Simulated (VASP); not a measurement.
# Al13Ni3 (P1) in VASP: relaxation of cell and atoms with PBE

Aim: the relaxation of cell and atoms of Al13Ni3 with PBE.

Program: VASP 6.6.1. These are calculated values, not measurements. Logs are shortened: lines on timing, memory, paths and dates and some standing lists are left out, and cuts for length are marked.

**1. The cell of the first run**

The typed cell holds 16 atoms: a = 6.276 Å, b = 6.276 Å, c = 6.276 Å, α = 90.00°, β = 90.00°, γ = 90.00°.

**2. Relaxation of cell and atoms, PBE, collinear spin, ferromagnetic start**

Contents of INCAR:

```
SYSTEM = Al13Ni3
PREC = Accurate
ENCUT = 600
EDIFF = 1E-6
ISMEAR = 0
SIGMA = 0.1
LREAL = Auto
LASPH = .True.
NELM = 150
ALGO = Normal
ISIF = 3
LWAVE = .False.
LCHARG = .False.
ISPIN = 2
MAGMOM = 0 0 0 0 0 0 0 0 0 0 0 0 0 2 2 2
LORBIT = 11
LMAXMIX = 4
GGA = PE
IBRION = 2
NSW = 70
EDIFFG = -0.04
ISYM = 0
```

Contents of KPOINTS:

```
Automatic mesh
0
Gamma
  2 2 2
  0.5 0.5 0.5
```

Contents of POSCAR:

```
Al13Ni3
1.0
    6.2759983600      0.0000000000      0.0000000000
    0.0000000000      6.2759983600      0.0000000000
    0.0000000000      0.0000000000      6.2759983600
Al Ni
13 3
Direct
    0.0035121602      0.0027897966      0.0001904064
    0.4937907091      0.0009276054      0.9995616075
    0.9928514641      0.5022674995      0.9994106038
    0.0004651552      0.0011742224      0.4957697944
    0.2484336954      0.2498756684      0.2483889073
    0.5008696153      0.4995215459      0.0001429309
    0.5017422632      0.0003582298      0.5024941606
    0.7552587670      0.2447865018      0.2503678064
    0.0032894002      0.5025434316      0.5015164203
    0.2476349322      0.7474244184      0.2513994048
    0.4948610623      0.4993113295      0.5025379798
    0.7508395887      0.7573343209      0.2436458955
    0.7529332736      0.7481538156      0.7478561483
    0.2502320973      0.2530210233      0.7504458530
    0.7523877063      0.2573980364      0.7554672224
    0.2480035446      0.7488653658      0.7573603481
```

Potentials or basis: VASP PAW PBE potentials, release 64 (Al, Ni).

Command:

```sh
cat potpaw_PBE.64/Al/POTCAR potpaw_PBE.64/Ni/POTCAR > POTCAR
mpirun -np 1 vasp_std > vasp.out
```

OUTCAR:

```text
SYSTEM = Al13Ni3
   PREC = Accurate
   ENCUT = 600
   EDIFF = 1E-6
   ISMEAR = 0
   LREAL = Auto
   LASPH = .True.
   NELM = 150
   ISIF = 3
   ISPIN = 2
   LORBIT = 11
   GGA = PE
   IBRION = 2
   NSW = 70
   EDIFFG = -0.04
   ISYM = 0

 ion  position               nearest neighbor table
   1  0.004  0.003  0.000-   5 2.68   8 2.68  16 2.69  12 2.69  14 2.71  15 2.72  10 2.72  13 2.75
                             2 3.08   4 3.11   3 3.14   3 3.14   4 3.17   2 3.20
   2  0.494  0.001  1.000-  16 2.68   5 2.69  14 2.70  12 2.70  10 2.72   8 2.74  15 2.75  13 2.77
                             1 3.08   7 3.12   6 3.13   6 3.15   7 3.16   1 3.20
   3  0.993  0.502  0.999-  15 2.64  13 2.67  12 2.69  16 2.70   8 2.70  10 2.72  14 2.74   5 2.74
                             6 3.09   9 3.13   1 3.14   1 3.14   9 3.15   6 3.19
   4  0.000  0.001  0.496-   8 2.66   5 2.70  10 2.70  12 2.70  13 2.73  14 2.74  16 2.76  15 2.77
                             1 3.11   9 3.13   7 3.13   7 3.15   9 3.15   1 3.17
   5  0.248  0.250  0.248-   1 2.68   2 2.69   4 2.70  11 2.72   6 2.72   9 2.72   7 2.74   3 2.74
                             8 3.10  10 3.12  14 3.13  14 3.15  10 3.15   8 3.18
   6  0.501  0.500  0.000-  15 2.68  16 2.70  14 2.71   5 2.72  12 2.72  10 2.73  13 2.73   8 2.75
                             3 3.09  11 3.12   2 3.13   2 3.15  11 3.15   3 3.19
   7  0.502  0.000  0.502-  13 2.71   8 2.72  12 2.72  14 2.73   5 2.74  10 2.75  16 2.75  15 2.76
                             2 3.12   4 3.13  11 3.13  11 3.14   4 3.15   2 3.16
   8  0.755  0.245  0.250-   4 2.66   1 2.68   3 2.70   7 2.72   2 2.74   9 2.74   6 2.75  11 2.78
                            12 3.06   5 3.10  15 3.11  15 3.17   5 3.18  12 3.22
   9  0.003  0.503  0.502-  10 2.68  13 2.69  14 2.70  16 2.71  15 2.72   5 2.72   8 2.74  12 2.77
                            11 3.09   3 3.13   4 3.13   4 3.15   3 3.15  11 3.19
  10  0.248  0.747  0.251-   9 2.68   4 2.70  11 2.70   1 2.72   2 2.72   3 2.72   6 2.73   7 2.75
                            16 3.10  12 3.12   5 3.12   5 3.15  12 3.16  16 3.18
  11  0.495  0.499  0.503-  14 2.68  10 2.70   5 2.72  16 2.72  13 2.73  15 2.73   8 2.78  12 2.80
                             9 3.09   6 3.12   7 3.13   7 3.14   6 3.15   9 3.19
  12  0.751  0.757  0.244-   3 2.69   1 2.69   2 2.70   4 2.70   7 2.72   6 2.72   9 2.77  11 2.80
                             8 3.06  13 3.11  10 3.12  10 3.16  13 3.16   8 3.22
  13  0.753  0.748  0.748-   3 2.67   9 2.69   7 2.71  11 2.73   4 2.73   6 2.73   1 2.75   2 2.77
                            15 3.08  16 3.11  12 3.11  12 3.16  16 3.17  15 3.20
  14  0.250  0.253  0.750-  11 2.68   2 2.70   9 2.70   1 2.71   6 2.71   7 2.73   3 2.74   4 2.74
                             5 3.13   5 3.15
  15  0.752  0.257  0.755-   3 2.64   6 2.68   9 2.72   1 2.72  11 2.73   2 2.75   7 2.76   4 2.77
                            13 3.08   8 3.11   8 3.17  13 3.20
  16  0.248  0.749  0.757-   2 2.68   1 2.69   3 2.70   6 2.70   9 2.71  11 2.72   7 2.75   4 2.76
                            10 3.10  13 3.11  13 3.17  10 3.18

IMPORTANT INFORMATION: All symmetrisations will be switched off!
NOSYMM: (Re-)initialisation of all symmetry stuff for point group C_1.

----------------------------------------------------------------------------------------

                                     Primitive cell

  volume of cell :     247.2000

  direct lattice vectors                    reciprocal lattice vectors
     6.275998360  0.000000000  0.000000000     0.159337199  0.000000000  0.000000000
     0.000000000  6.275998360  0.000000000     0.000000000  0.159337199  0.000000000
     0.000000000  0.000000000  6.275998360     0.000000000  0.000000000  0.159337199

  length of vectors
     6.275998360  6.275998360  6.275998360     0.159337199  0.159337199  0.159337199

  position of ions in fractional coordinates (direct lattice)
     0.003512160  0.002789797  0.000190406
     0.493790709  0.000927605  0.999561607
     0.992851464  0.502267500  0.999410604
     0.000465155  0.001174222  0.495769794
     0.248433695  0.249875668  0.248388907
     0.500869615  0.499521546  0.000142931
[... 8 lines left out ...]
     0.752387706  0.257398036  0.755467222
     0.248003545  0.748865366  0.757360348

  ion indices of the primitive-cell ions
   primitive index   ion index
                 1           1
                 2           2
                 3           3
                 4           4
                 5           5
                 6           6
[... 8 lines left out ...]
                15          15
                16          16

----------------------------------------------------------------------------------------

 KPOINTS: Automatic mesh

Automatic generation of k-mesh.
 Grid dimensions read from file:
 generate k-points for:    2    2    2

 Generating k-lattice:

  Cartesian coordinates                     Fractional coordinates (reciprocal lattice)
     0.079668600  0.000000000  0.000000000     0.500000000  0.000000000  0.000000000
     0.000000000  0.079668600  0.000000000     0.000000000  0.500000000  0.000000000
     0.000000000  0.000000000  0.079668600     0.000000000  0.000000000  0.500000000

  Length of vectors
     0.079668600  0.079668600  0.079668600

[... 29 lines left out ...]
   LASPH  =      T    aspherical Exc in radial PAW
   ENCUT  =  600.0 eV  44.10 Ry    6.64 a.u.  12.53 12.53 12.53*2*pi/ulx,y,z
   NELM   =    150;   NELMIN=  2; NELMDL= -5     # of ELM steps
   EDIFF  = 0.1E-05   stopping-criterion for ELM
   LREAL  =      T    real-space projection
   EDIFFG = -.4E-01   stopping-criterion for IOM
   NSW    =     70    number of steps for IOM
   IBRION =      2    ionic relax: 0-MD 1-quasi-New 2-CG
   NFREE  =      1    steps in history (QN), initial steepest desc. (CG)
   ISIF   =      3    stress and relaxation
   ISYM   =      0    0-nonsym 1-usesym 2-fastsym
   POTIM  = 0.5000    time-step for ionic-motion
   TEBEG  =    0.0;   TEEND  =   0.0 temperature during run
   PSTRESS=    0.0 pullay stress
   NELECT =      69.0000    total number of electrons
   NUPDOWN=      -1.0000    fix difference up-down
   EMIN   =  10.00;   EMAX   =-10.00  energy-range for DOS
   EFERMI =   0.00;   METHOD = LEGACY
   ISMEAR =     0;   SIGMA  =   0.10  broadening in eV -4-tet -1-fermi 0-gaus
   EFERMI_NEDOS =   21; number of points for ismear=-14 and -15
   IALGO  =     38    algorithm
   IMIX   =      4    mixing-type and parameters
     AMIX     =   0.40;   BMIX     =  1.00
     AMIX_MAG =   1.60;   BMIX_MAG =  1.00
  volume/ion in A,a.u.               =      15.45       104.26
  Fermi-wavevector in a.u.,A,eV,Ry     =   1.069896  2.021811 15.574292  1.144678
  Thomas-Fermi vector in A             =   2.205590
   LORBIT       =     11    0 simple, 1 ext, 2 COOP (PROOUT), +10 PAW based schemes
   GGA     = PE    functional components
   LHFCALC =     F    Hartree Fock is set to
   AEXX    =    0.0000 exact exchange contribution
   IVDW    =     0    specifies the selected vdW correction
   LEPSILON=     F    determine dielectric tensor
   LRPA    =     F    only Hartree local field effects (RPA)
 conjugate gradient relaxation of ions
 spin polarized calculation
 Gauss-broadening in eV      SIGMA  =   0.10
  energy-cutoff  :      600.00
  volume of cell :      247.20
 maximum number of plane-waves:      8261
 NGX is ok and might be reduce to    50
   NGX = 25   NGY = 25   NGZ = 25

--------------------------------------- Ionic step        1  -------------------------------------------

 number of electron      68.9999995 magnetization      -0.5423971

 number of electron      68.9999995 magnetization       0.0249143

 Free energy of the ion-electron system (eV)
  ---------------------------------------------------
  ext. energy  EPLUGINS =         0.00000000
  ---------------------------------------------------
  free energy    TOTEN  =       -65.41144745 eV

  energy without entropy =      -65.34205740  energy(sigma->0) =      -65.37675243

------------------------ aborting loop because EDIFF is reached ----------------------------------------

  FORCE on cell =-STRESS in cart. coord.  units (eV):
  Direction    XX          YY          ZZ          XY          YZ          ZX
  --------------------------------------------------------------------------------------
  -------------------------------------------------------------------------------------
  Total       -6.2733748     -6.1760037     -3.8415325     -0.0774896     -0.0985669     -0.1076924
  in kB      -40.6596236    -40.0285323    -24.8981245     -0.5022334     -0.6388416     -0.6979867
  external PRESSURE =     -35.1954268 kB  Pullay stress =       0.0000000 kB
[... 131 lines left out ...]
  FREE ENERGIE OF THE ION-ELECTRON SYSTEM (eV)
  ---------------------------------------------------
  free  energy   TOTEN  =       -66.8593319088 eV

  energy  without entropy=      -66.7735093632  energy(sigma->0) =      -66.81642064

[... ionic steps 4 to 34 ...]

--------------------------------------- Ionic step       35  -------------------------------------------

 number of electron      69.0000038 magnetization       0.0000000

 number of electron      69.0000038 magnetization      -0.0000000
[... 101 lines left out ...]
 number of electron      69.0000052 magnetization       0.0000000

 number of electron      69.0000052 magnetization      -0.0000000

 Free energy of the ion-electron system (eV)
  ---------------------------------------------------
  ext. energy  EPLUGINS =         0.00000000
  ---------------------------------------------------
  free energy    TOTEN  =       -68.61908906 eV

  energy without entropy =      -68.60158661  energy(sigma->0) =      -68.61033784

 E-fermi :   8.3920     XC(G=0): -10.7381

 val. band max:        8.3144917419   @ k =   0.2500   0.2500   0.2500
 cond. band min:       8.4994542284   @ k =   0.2500  -0.2500   0.2500
 fundamental gap:      0.1849624865
 Fermi energy:         8.3919849934

 spin component 1

 k-point     1 :       0.2500    0.2500    0.2500
  band No.  band energies     occupation
      1      -1.8610      1.00000
      2      -0.3723      1.00000
      3       0.2999      1.00000
      4       0.5067      1.00000
      5       1.3633      1.00000
      6       1.6156      1.00000
[... 185 lines left out ...]
     45      11.7710      0.00000
     46      11.9915      0.00000
 Fermi energy:         8.3919849934

 spin component 2

 k-point     1 :       0.2500    0.2500    0.2500
  band No.  band energies     occupation
      1      -1.8610      1.00000
      2      -0.3723      1.00000
      3       0.2999      1.00000
      4       0.5067      1.00000
      5       1.3633      1.00000
      6       1.6156      1.00000
[... 228 lines left out ...]
  FREE ENERGIE OF THE ION-ELECTRON SYSTEM (eV)
  ---------------------------------------------------
  free  energy   TOTEN  =       -68.6190890565 eV

  energy  without entropy=      -68.6015866148  energy(sigma->0) =      -68.61033784

 reached required accuracy - stopping structural energy minimisation

 total charge

# of ion       s       p       d       tot
------------------------------------------
    1        0.409   0.373   0.000   0.782
    2        0.409   0.373   0.000   0.782
    3        0.410   0.374   0.000   0.784
    4        0.405   0.378   0.000   0.783
    5        0.437   0.347   0.000   0.784
    6        0.405   0.377   0.000   0.783
[... 8 lines left out ...]
   15        0.468   0.459   8.409   9.336
   16        0.468   0.459   8.409   9.335
--------------------------------------------------
tot          6.815   6.143  25.241  38.199

 magnetization (x)

# of ion       s       p       d       tot
------------------------------------------
    1        0.000  -0.000   0.000  -0.000
    2        0.000   0.000   0.000   0.000
    3        0.000   0.000   0.000   0.000
    4       -0.000   0.000   0.000  -0.000
    5       -0.000  -0.000   0.000  -0.000
    6       -0.000   0.000   0.000  -0.000
[... 8 lines left out ...]
   15        0.000   0.000  -0.000  -0.000
   16        0.000  -0.000  -0.000  -0.000
--------------------------------------------------
tot         -0.000  -0.000  -0.000  -0.000
```

Run time: 43 min. Hardware: 1 thread of Intel Xeon 6975P-C (Granite Rapids), shared host; peak memory 0.48 GiB.

What came out:

| Property | Result |
| --- | --- |
| Free energy | -68.6191 eV |
| Relaxed volume | 14.89 Å³/atom |
| Relaxed cell | a = 5.680 Å, b = 5.680 Å, c = 7.409 Å, α = 87.13°, β = 87.14°, γ = 92.43° |
| Space group after relaxing (to 0.05 Å) | C2/m (No. 12) |
| Energy gained by relaxing | 200.5 meV/atom |
| Ionic steps | 37 |
| Pressure after relaxing | 0.0 GPa |
| Largest force after relaxing | 0.029 eV/Å |
| Net moment | 0.00 μB per cell |
| Valence electrons inside the program's atomic spheres | Al 0.78, 0.77, 0.76, 0.83; Ni 9.37, 9.34 |

Forces on the atoms (eV/Å):
```
Al  -0.006  0.006  0.003
Al   0.001 -0.009  0.004
Al  -0.006 -0.003  0.008
Al   0.018  0.008 -0.010
Al  -0.004 -0.001  0.012
Al  -0.014 -0.011  0.008
Al  -0.006 -0.003  0.001
Al   0.004 -0.013 -0.003
Al  -0.006  0.018 -0.003
Al  -0.005  0.003 -0.025
Al  -0.004  0.006  0.007
Al   0.010  0.007  0.005
Al  -0.009  0.003  0.004
Ni  -0.006  0.005 -0.015
Ni   0.008 -0.007 -0.004
Ni   0.025 -0.010  0.009
```

The path:
```tsv
step	energy change (eV)	largest force (eV/Å)	pressure (GPa)	volume (Å³)
1	0.0000	1.9096	-3.52	247.20
2	-1.1328	1.3814	1.03	235.25
3	-1.4479	0.5872	7.90	223.92
4	-1.9021	0.5306	4.85	232.58
5	-1.9056	0.6278	4.56	233.50
6	-2.0966	0.1355	-0.41	243.55
7	-2.0966	0.1323	-0.46	243.64
8	-2.1531	0.1682	-0.89	243.37
9	-2.4317	0.1795	-0.98	242.44
10	-2.7771	0.2884	-0.44	240.14
11	-2.8920	0.7216	1.87	233.80
12	-3.0077	0.5338	0.44	236.60
13	-3.0349	0.5075	0.25	236.80
14	-3.0392	0.4870	0.17	236.90
15	-3.0645	0.4050	0.05	237.14
16	-3.1082	0.1793	-0.34	237.86
17	-3.1123	0.1289	-0.42	238.15
18	-3.1211	0.1333	0.00	237.15
19	-3.1253	0.1711	0.51	236.06
20	-3.1331	0.1543	0.35	236.49
21	-3.1423	0.1671	-0.13	237.70
22	-3.1494	0.1441	-0.11	237.67
23	-3.1656	0.1301	0.00	237.55
24	-3.1351	0.3001	0.65	237.21
25	-3.1691	0.1452	0.07	237.50
26	-3.1699	0.1681	0.17	237.44
27	-3.1730	0.1713	0.20	237.49
28	-3.1786	0.1878	0.26	237.62
29	-3.1839	0.1728	0.16	237.76
30	-3.1955	0.1272	-0.09	238.19
31	-3.1995	0.0868	-0.53	239.04
32	-3.2009	0.0981	-0.41	238.75
33	-3.2034	0.0885	-0.13	238.28
34	-3.2049	0.0754	0.12	237.74
35	-3.2051	0.0694	0.23	237.51
36	-3.2063	0.0549	0.15	237.71
37	-3.2076	0.0286	0.01	238.20
```

Final structure:
```yaml
crystal:
  lattice:
    - [5.67697, -0.12255, 0.14764]
    - [-0.12234, 5.67683, 0.14759]
    - [0.18125, 0.18267, 7.40430]
  atoms:
    - { symbol: Al, position: [0.99680, 0.99785, 0.97282] }
    - { symbol: Al, position: [0.48505, 0.99896, 0.97049] }
    - { symbol: Al, position: [0.99854, 0.48600, 0.97153] }
    - { symbol: Al, position: [0.01848, 0.02022, 0.52828] }
    - { symbol: Al, position: [0.25005, 0.25079, 0.24979] }
    - { symbol: Al, position: [0.48100, 0.48277, 0.97178] }
    - { symbol: Al, position: [0.50196, 0.01577, 0.53035] }
    - { symbol: Al, position: [0.74914, 0.25126, 0.25019] }
    - { symbol: Al, position: [0.01503, 0.50167, 0.52924] }
    - { symbol: Al, position: [0.25070, 0.75131, 0.25156] }
    - { symbol: Al, position: [0.50287, 0.50386, 0.52859] }
    - { symbol: Al, position: [0.74981, 0.75075, 0.25045] }
    - { symbol: Al, position: [0.75134, 0.75036, 0.75012] }
    - { symbol: Ni, position: [0.24977, 0.25073, 0.75080] }
    - { symbol: Ni, position: [0.74964, 0.25202, 0.75071] }
    - { symbol: Ni, position: [0.24690, 0.75145, 0.74986] }
```

Caveat: the k points lie up to 0.55 Å⁻¹ apart in the final cell; the starting moments collapsed, and a magnetic state may lie lower.
